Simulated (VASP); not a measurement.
# BN (P6_3/mmc) in VASP: notebook

BN is run at these levels: PBE; tasks: relaxation of cell and atoms.

Program: VASP 6.6.1. These are calculated values, not measurements. Logs are shortened: lines on timing, memory, paths and dates and some standing lists are left out, and cuts for length are marked.

## Step 1: The cell of the first run

Symmetry: P6_3/mmc, No. 194, hexagonal system. Conventional cell: a = 2.512 Å, b = 2.512 Å, c = 7.847 Å, α = 90.00°, β = 90.00°, γ = 120.00°. B (site symmetry -6m2) has 3 N at 1.45 Å within 1.9 Å. N (site symmetry -6m2) has 3 B at 1.45 Å within 1.9 Å.

## Step 2: Relaxation of cell and atoms, PBE

Contents of INCAR:

```
PREC     = Accurate       # precision mode
ENCUT    = 600            # plane-wave cutoff, eV
EDIFF    = 1E-6           # SCF threshold, eV
ISMEAR   = 0              # smearing method
SIGMA    = 0.02           # smearing width, eV
LREAL    = F              # projectors in reciprocal space
LASPH    = T              # aspherical terms in the spheres
NELM     = 80             # most SCF steps
ALGO     = Normal         # electronic algorithm
ISIF     = 3              # what is computed and relaxed
LWAVE    = F              # write WAVECAR
LCHARG   = F              # write CHGCAR
GGA      = PE             # functional
IBRION   = 2              # ionic algorithm
NSW      = 100            # ionic steps
EDIFFG   = -0.01          # ionic threshold
```

Contents of KPOINTS:

```
regular mesh
0
Gamma
  12 12 4
```

Contents of POSCAR:

```
BN
1.0
    2.5119776668      0.0000000000      0.0000000000
   -1.2559888334      2.1754364731      0.0000000000
    0.0000000000      0.0000000000      7.8467541623
B N
2 2
Direct
    0.6666666667      0.3333333333      0.2500000000
    0.3333333333      0.6666666667      0.7500000000
    0.3333333333      0.6666666667      0.2500000000
    0.6666666667      0.3333333333      0.7500000000
```

Potentials or basis: VASP PAW PBE potentials, release 64 (B, N).

Command:

```sh
$ cat potpaw_PBE.64/B/POTCAR potpaw_PBE.64/N/POTCAR > POTCAR
$ mpirun -np 1 vasp_std > vasp.out
```

OUTCAR:

```text
PREC = Accurate
   ENCUT = 600
   EDIFF = 1E-6
   ISMEAR = 0
   LREAL = F
   LASPH = T
   NELM = 80
   ISIF = 3
   GGA = PE
   IBRION = 2
   NSW = 100
   EDIFFG = -0.01

 ion  position               nearest neighbor table
   1  0.667  0.333  0.250-   3 1.45   3 1.45   3 1.45
   2  0.333  0.667  0.750-   4 1.45   4 1.45   4 1.45
   3  0.333  0.667  0.250-   1 1.45   1 1.45   1 1.45
   4  0.667  0.333  0.750-   2 1.45   2 1.45   2 1.45

  LATTYP: Found a hexagonal cell.
 ALAT       =     2.5119776668
 C/A-ratio  =     3.1237356391

  Lattice vectors:

 A1 = (   2.5119776668,   0.0000000000,   0.0000000000)
 A2 = (  -1.2559888334,   2.1754364731,   0.0000000000)
 A3 = (   0.0000000000,   0.0000000000,   7.8467541623)

Analysis of symmetry for initial positions (statically):
=====================================================================
 Subroutine PRICEL returns:
 Original cell was already a primitive cell.

 Routine SETGRP: Setting up the symmetry group for a
 hexagonal supercell.

 Subroutine GETGRP returns: Found 24 space group operations
 (whereof 12 operations were pure point group operations)
 out of a pool of 24 trial point group operations.

The static configuration has the point symmetry D_3d.
 The point group associated with its full space group is D_6h.

Analysis of symmetry for dynamics (positions and initial velocities):
=====================================================================
 Subroutine PRICEL returns:
 Original cell was already a primitive cell.

 Routine SETGRP: Setting up the symmetry group for a
 hexagonal supercell.

 Subroutine GETGRP returns: Found 24 space group operations
 (whereof 12 operations were pure point group operations)
 out of a pool of 24 trial point group operations.

The dynamic configuration has the point symmetry D_3d.
 The point group associated with its full space group is D_6h.

 Subroutine INISYM returns: Found 24 space group operations
 (whereof 12 operations are pure point group operations),
 and found     1 'primitive' translations

----------------------------------------------------------------------------------------

                                     Primitive cell

  volume of cell :      42.8797

  direct lattice vectors                    reciprocal lattice vectors
     2.511977667  0.000000000  0.000000000     0.398092711  0.229838934  0.000000000
    -1.255988833  2.175436473  0.000000000     0.000000000  0.459677868  0.000000000
[... 99 lines left out ...]
   PSTRESS=    0.0 pullay stress
   NELECT =      16.0000    total number of electrons
   NUPDOWN=      -1.0000    fix difference up-down
   EMIN   =  10.00;   EMAX   =-10.00  energy-range for DOS
   EFERMI =   0.00;   METHOD = LEGACY
   ISMEAR =     0;   SIGMA  =   0.02  broadening in eV -4-tet -1-fermi 0-gaus
   EFERMI_NEDOS =   21; number of points for ismear=-14 and -15
   IALGO  =     38    algorithm
   IMIX   =      4    mixing-type and parameters
     AMIX     =   0.40;   BMIX     =  1.00
     AMIX_MAG =   1.60;   BMIX_MAG =  1.00
  volume/ion in A,a.u.               =      10.72        72.34
  Fermi-wavevector in a.u.,A,eV,Ry     =   1.178594  2.227219 18.899620  1.389083
  Thomas-Fermi vector in A             =   2.314920
   LORBIT       =      0    0 simple, 1 ext, 2 COOP (PROOUT), +10 PAW based schemes
   GGA     = PE    functional components
   LHFCALC =     F    Hartree Fock is set to
   AEXX    =    0.0000 exact exchange contribution
   IVDW    =     0    specifies the selected vdW correction
   LEPSILON=     F    determine dielectric tensor
   LRPA    =     F    only Hartree local field effects (RPA)
 conjugate gradient relaxation of ions
 non-spin polarized calculation
 Gauss-broadening in eV      SIGMA  =   0.02
  energy-cutoff  :      600.00
  volume of cell :       42.88
 maximum number of plane-waves:      1464
 NGX is ok and might be reduce to    20
   NGX =  9   NGY =  9   NGZ = 31

 number of electron      15.9999999 magnetization

 Free energy of the ion-electron system (eV)
  ---------------------------------------------------
  ext. energy  EPLUGINS =         0.00000000
  ---------------------------------------------------
  free energy    TOTEN  =       -35.21131843 eV

  energy without entropy =      -35.21131843  energy(sigma->0) =      -35.21131843

 E-fermi :   1.1761     XC(G=0):  -8.9632

 val. band max:        1.0064264840   @ k =   0.3333   0.3333   0.5000
 cond. band min:       5.5105704527   @ k =   0.5000   0.0000   0.0000
 fundamental gap:      4.5041439687
 Fermi energy:         1.1761332146

 k-point     1 :       0.0000    0.0000    0.0000
  band No.  band energies     occupation
      1     -16.6394      2.00000
      2     -16.5667      2.00000
      3      -4.6103      2.00000
      4      -3.7354      2.00000
      5      -0.3416      2.00000
      6      -0.3416      2.00000
      7      -0.3356      2.00000
      8      -0.3356      2.00000
      9       5.5508      0.00000
     10       9.3912      0.00000
     11      11.7642      0.00000
     12      12.5141      0.00000
[... 331 lines left out ...]
 k-point    24 :       0.3333    0.0000    0.2500
  band No.  band energies     occupation
      1     -14.6931      2.00000
      2     -14.6578      2.00000
      3      -5.8500      2.00000
      4      -5.8405      2.00000
      5      -2.5653      2.00000
      6      -2.5575      2.00000
      7      -1.7986      2.00000
      8      -1.3182      2.00000
      9       7.9052      0.00000
     10       8.1158      0.00000
     11       9.3141      0.00000
     12      10.9789      0.00000

 [... further k-points ...]
[... 5 lines left out ...]
  --------------------------------------------------------------------------------------
  -------------------------------------------------------------------------------------
  Total        0.0104201      0.0104201      0.0139070     -0.0000000      0.0000000      0.0000000
  in kB        0.3893407      0.3893407      0.5196262     -0.0000000      0.0000000      0.0000000
  external PRESSURE =       0.4327692 kB  Pullay stress =       0.0000000 kB

 VOLUME and BASIS-vectors are now :
 -----------------------------------------------------------------------------
  energy-cutoff  :      600.00
  volume of cell :       42.88
      direct lattice vectors                 reciprocal lattice vectors
     2.511977667  0.000000000  0.000000000     0.398092711  0.229838934  0.000000000
    -1.255988833  2.175436473  0.000000000     0.000000000  0.459677868  0.000000000
     0.000000000  0.000000000  7.846754162     0.000000000  0.000000000  0.127441230

 POSITION                                       TOTAL-FORCE (eV/Angst)
 -----------------------------------------------------------------------------------
      1.25599      0.72515      1.96169         0.000000     -0.000000      0.000000
     -0.00000      1.45029      5.88507        -0.000000      0.000000      0.000000
     -0.00000      1.45029      1.96169        -0.000000      0.000000      0.000000
      1.25599      0.72515      5.88507         0.000000      0.000000      0.000000
 -----------------------------------------------------------------------------------
    total drift:                                0.000000     -0.000000      0.000000

  FREE ENERGIE OF THE ION-ELECTRON SYSTEM (eV)
  ---------------------------------------------------
  free  energy   TOTEN  =       -35.2113184349 eV

  energy  without entropy=      -35.2113184349  energy(sigma->0) =      -35.21131843

 reached required accuracy - stopping structural energy minimisation
```

CONTCAR:

```text
BN
   1.00000000000000
     2.5119776668000000    0.0000000000000000    0.0000000000000000
    -1.2559888334000000    2.1754364731000000    0.0000000000000000
     0.0000000000000000    0.0000000000000000    7.8467541622999999
  B               N
     2     2
Direct
     0.6666666667000030    0.3333333332999970    0.2500000000000000
     0.3333333332999970    0.6666666667000030    0.7500000000000000
     0.3333333332999970    0.6666666667000030    0.2500000000000000
     0.6666666667000030    0.3333333332999970    0.7500000000000000

  0.00000000E+00  0.00000000E+00  0.00000000E+00
  0.00000000E+00  0.00000000E+00  0.00000000E+00
  0.00000000E+00  0.00000000E+00  0.00000000E+00
  0.00000000E+00  0.00000000E+00  0.00000000E+00
```

Wall time 12 s (1 thread of Intel Xeon 6975P-C (Granite Rapids), shared host); peak memory 0.17 GiB.

Results:

| Property | Result |
| --- | --- |
| Free energy | -35.2113 eV |
| Pressure after relaxing | 0.0 GPa |
| Band gap on the k mesh | 4.50 eV, indirect (least direct gap 4.65 eV) |

Final structure:
```
B N
1.0
     2.51198    0.00000    0.00000
    -1.25599    2.17544    0.00000
     0.00000    0.00000    7.84675
B N
2 2
Direct
  0.66667 0.33333 0.25000
  0.33333 0.66667 0.75000
  0.33333 0.66667 0.25000
  0.66667 0.33333 0.75000
```

Levels at points of the mesh, in eV from the valence-band top:
```csv
k point,band 5,band 6,band 7,band 8,band 9,band 10,band 11,band 12
"(0.00, 0.00, 0.00)",-1.35,-1.35,-1.34,-1.34,4.54,8.38,10.76,11.51
"(0.50, 0.00, 0.00)",-4.12,-4.11,-1.08,-0.72,4.50,5.11,9.41,9.88
"(0.00, 0.00, 0.50)",-1.34,-1.34,-1.34,-1.34,6.08,6.08,11.52,11.52
"(0.50, 0.00, 0.50)",-4.12,-4.12,-0.90,-0.90,4.76,4.76,9.72,9.72
```

Caveat: the relaxation stopped at its first step, so nothing moved; this functional lacks dispersion, which binds the layers, so the pressure and a relaxed spacing across them are unreliable. A k mesh can miss the band edges.

## Step 3: Relaxation of cell and atoms, PBE

This run uses another cell than the first one, of 11.39 Å³/atom, 1.062 times its volume.

Contents of INCAR:

```
  PREC = Accurate
  ENCUT = 600
  EDIFF = 1E-6
  ISMEAR = 0
  SIGMA = 0.02
  LREAL = False
  LASPH = True
  NELM = 100
  ALGO = Normal
  ISIF = 3
  LWAVE = False
  LCHARG = False
  GGA = PE
  IBRION = 2
  NSW = 100
  EDIFFG = -0.01
```

KPOINTS is that of step 2.

Contents of POSCAR:

```
BN
1.0
    2.5121913017      0.0000000000      0.0000000000
   -1.2560956508      2.1756214864      0.0000000000
    0.0000000000      0.0000000000      8.3340611808
B N
2 2
Direct
    0.6666666667      0.3333333333      0.2500000000
    0.3333333333      0.6666666667      0.7500000000
    0.3333333333      0.6666666667      0.2500000000
    0.6666666667      0.3333333333      0.7500000000
```

Potentials or basis: VASP PAW PBE potentials, release 64 (B, N).

Command:

```sh
$ cat potpaw_PBE.64/B/POTCAR potpaw_PBE.64/N/POTCAR > POTCAR
$ mpirun -np 1 vasp_std > vasp.out
```

It took 1.8 min on 1 thread of Intel Xeon 6975P-C (Granite Rapids), shared host; peak memory 0.18 GiB.

The run converged. Its results:

* Free energy: -35.2155 eV
* Relaxed volume: 10.72 Å³/atom
* Relaxed cell: a = 2.512 Å, b = 2.512 Å, c = 7.846 Å, α = 90.00°, β = 90.00°, γ = 120.00°
* Space group after relaxing (to 0.05 Å): P6_3/mmc (No. 194)
* Energy gained by relaxing: 0.4 meV/atom
* Ionic steps: 15
* Pressure after relaxing: 0.1 GPa
* Band gap on the k mesh: 4.51 eV, indirect (least direct gap 4.65 eV)

Stress tensor (GPa, compression positive):
```
0.15 0.00 0.00
0.00 0.15 0.00
0.00 0.00 0.00
```

The path:
| step | energy change (eV) | largest force (eV/Å) | pressure (GPa) | volume (Å³) |
| --- | --- | --- | --- | --- |
| 1 | 0.0000 | 0.0000 | -0.08 | 45.55 |
| 2 | 0.0000 | 0.0000 | 0.00 | 45.51 |
| 3 | 0.0000 | 0.0000 | 0.19 | 45.43 |
| 4 | 0.0000 | 0.0000 | 0.14 | 45.45 |
| 5 | 0.0000 | 0.0000 | 0.14 | 45.45 |
| 6 | -0.0001 | 0.0000 | 0.13 | 45.43 |
| 7 | -0.0001 | 0.0000 | 0.14 | 45.41 |
| 8 | -0.0001 | 0.0000 | 0.16 | 45.35 |
| 9 | -0.0003 | 0.0000 | 0.17 | 45.23 |
| 10 | -0.0005 | 0.0000 | 0.20 | 45.00 |
| 11 | -0.0009 | 0.0000 | 0.24 | 44.54 |
| 12 | -0.0014 | 0.0000 | 0.36 | 43.62 |
| 13 | -0.0010 | 0.0000 | 0.68 | 41.78 |
| 14 | -0.0016 | 0.0000 | 0.48 | 42.96 |
| 15 | -0.0017 | 0.0000 | 0.10 | 42.86 |

Final structure:
```cif
data_structure
_symmetry_space_group_name_H-M 'P 1'
_symmetry_Int_Tables_number 1
_cell_length_a 2.5117
_cell_length_b 2.5117
_cell_length_c 7.8460
_cell_angle_alpha 90.000
_cell_angle_beta 90.000
_cell_angle_gamma 120.000
_cell_volume 42.86
loop_
_atom_site_label
_atom_site_type_symbol
_atom_site_fract_x
_atom_site_fract_y
_atom_site_fract_z
_atom_site_occupancy
B1 B 0.66667 0.33333 0.25000 1
B2 B 0.33333 0.66667 0.75000 1
N1 N 0.33333 0.66667 0.25000 1
N2 N 0.66667 0.33333 0.75000 1
```

Levels at points of the mesh, in eV from the valence-band top:
| k point | band 5 | band 6 | band 7 | band 8 | band 9 | band 10 | band 11 | band 12 |
| --- | --- | --- | --- | --- | --- | --- | --- | --- |
| (0.00, 0.00, 0.00) | -1.35 | -1.35 | -1.34 | -1.34 | 4.55 | 8.39 | 10.76 | 11.51 |
| (0.50, 0.00, 0.00) | -4.12 | -4.11 | -1.08 | -0.72 | 4.51 | 5.12 | 9.41 | 9.89 |
| (0.00, 0.00, 0.50) | -1.34 | -1.34 | -1.34 | -1.34 | 6.08 | 6.08 | 11.52 | 11.52 |
| (0.50, 0.00, 0.50) | -4.12 | -4.12 | -0.90 | -0.90 | 4.76 | 4.76 | 9.72 | 9.72 |

Caveat: this functional lacks dispersion, which binds the layers, so the pressure and a relaxed spacing across them are unreliable. A k mesh can miss the band edges.

## Step 4: Relaxation of cell and atoms, PBE

This run uses another cell than the first one, of 11.39 Å³/atom, 1.062 times its volume.

Contents of INCAR:

```
PREC     = Accurate       # precision mode
ENCUT    = 600            # plane-wave cutoff, eV
EDIFF    = 1E-6           # SCF threshold, eV
ISMEAR   = 0              # smearing method
SIGMA    = 0.01           # smearing width, eV
LREAL    = F              # projectors in reciprocal space
LASPH    = T              # aspherical terms in the spheres
NELM     = 60             # most SCF steps
ALGO     = Normal         # electronic algorithm
ISIF     = 3              # what is computed and relaxed
LWAVE    = F              # write WAVECAR
LCHARG   = F              # write CHGCAR
GGA      = PE             # functional
IBRION   = 2              # ionic algorithm
NSW      = 80             # ionic steps
EDIFFG   = -0.001         # ionic threshold
```

Contents of KPOINTS:

```
Automatic mesh
0
Gamma
  12 12 4
```

POSCAR is that of step 3.

Command:

```sh
$ cat potpaw_PBE.64/B/POTCAR potpaw_PBE.64/N/POTCAR > POTCAR
$ mpirun -np 1 vasp_std > vasp.out
```

Run time: 2.9 min. Hardware: 1 thread of Intel Xeon 6975P-C (Granite Rapids), shared host; peak memory 0.18 GiB.

Results (log left out):

```yaml
Free_energy: -35.2155 eV
Relaxed_volume: 10.73 Å³/atom
Relaxed_cell: a = 2.512 Å, b = 2.512 Å, c = 7.851 Å, α = 90.00°, β = 90.00°, γ = 120.00°
Space_group_after_relaxing_to_0.05_Å: P6_3/mmc (No. 194)
Energy_gained_by_relaxing: 0.4 meV/atom
Ionic_steps: 31
Pressure_after_relaxing: 0.0 GPa
Band_gap_on_the_k_mesh: 4.50 eV, indirect (least direct gap 4.65 eV)
```

The path:
```csv
step,energy change (eV),largest force (eV/Å),pressure (GPa),volume (Å³)
1,0.0000,0.0000,-0.08,45.55
2,0.0000,0.0000,0.00,45.51
3,0.0000,0.0000,0.19,45.43
4,0.0000,0.0000,0.14,45.45
5,0.0000,0.0000,0.14,45.45
6,-0.0001,0.0000,0.13,45.43
7,-0.0001,0.0000,0.14,45.41
8,-0.0001,0.0000,0.16,45.35
9,-0.0003,0.0000,0.17,45.23
10,-0.0005,0.0000,0.20,45.00
11,-0.0009,0.0000,0.24,44.54
12,-0.0014,0.0000,0.36,43.62
13,-0.0010,0.0000,0.68,41.78
14,-0.0016,0.0000,0.48,42.96
15,-0.0017,0.0000,0.10,42.86
16,-0.0017,0.0000,0.01,42.84
17,-0.0017,0.0000,0.02,42.85
18,-0.0017,0.0000,0.07,42.86
19,-0.0017,0.0000,0.05,42.85
20,-0.0017,0.0000,0.03,42.85
21,-0.0017,0.0000,0.04,42.86
22,-0.0017,0.0000,0.02,42.89
23,-0.0017,0.0000,0.03,42.89
24,-0.0017,0.0000,0.01,42.90
25,-0.0017,0.0000,0.02,42.90
26,-0.0017,0.0000,0.03,42.90
27,-0.0017,0.0000,0.01,42.91
28,-0.0017,0.0000,-0.01,42.91
29,-0.0017,0.0000,-0.02,42.91
30,-0.0017,0.0000,-0.01,42.91
31,-0.0017,0.0000,-0.01,42.91
```

Final structure:
```
B N
1.0
     2.51209    0.00000    0.00000
    -1.25605    2.17554    0.00000
     0.00000    0.00000    7.85069
B N
2 2
Direct
  0.66667 0.33333 0.25000
  0.33333 0.66667 0.75000
  0.33333 0.66667 0.25000
  0.66667 0.33333 0.75000
```

Levels at points of the mesh, in eV from the valence-band top:
```tsv
k point	band 4	band 5	band 6	band 7	band 8	band 9	band 10	band 11	band 12
(0.00, 0.00, 0.00)	-4.74	-1.35	-1.35	-1.34	-1.34	4.54	8.38	10.75	11.50
(0.50, 0.00, 0.00)	-8.84	-4.12	-4.11	-1.08	-0.72	4.50	5.11	9.41	9.88
(0.00, 0.00, 0.50)	-5.21	-1.34	-1.34	-1.34	-1.34	6.07	6.07	11.52	11.52
(0.50, 0.00, 0.50)	-8.85	-4.12	-4.12	-0.90	-0.90	4.76	4.76	9.72	9.72
```

Caveat: this functional lacks dispersion, which binds the layers, so the pressure and a relaxed spacing across them are unreliable.

## Step 5: Overview

| cell | smearing | gap on the mesh (eV) | pressure (GPa) | relaxed volume (Å³/atom) |
| --- | --- | --- | --- | --- |
| relaxed from a = 2.512, b = 2.512, c = 7.847 Å, angles 90.0, 90.0, 120.0°, 4 atoms | gaussian 0.02 eV | 4.50 | 0.0 | - |
| relaxed from a = 2.512, b = 2.512, c = 8.334 Å, angles 90.0, 90.0, 120.0°, 4 atoms | gaussian 0.02 eV | 4.51 | 0.1 | 10.72 |
| relaxed from a = 2.512, b = 2.512, c = 8.334 Å, angles 90.0, 90.0, 120.0°, 4 atoms | gaussian 0.01 eV | 4.50 | 0.0 | 10.73 |

Alike in all rows: task relaxation of cell and atoms; level PBE; potentials or basis VASP PAW PBE potentials, release 64 (B, N); no spin polarisation; k mesh 12 × 12 × 4; cutoff (eV) 600.

Caveats: this functional lacks dispersion, which binds the layers, so the pressure and a relaxed spacing across them are unreliable; the relaxation stopped at its first step, so nothing moved (some runs).

Absolute energies hang on the potentials; compare differences alone.
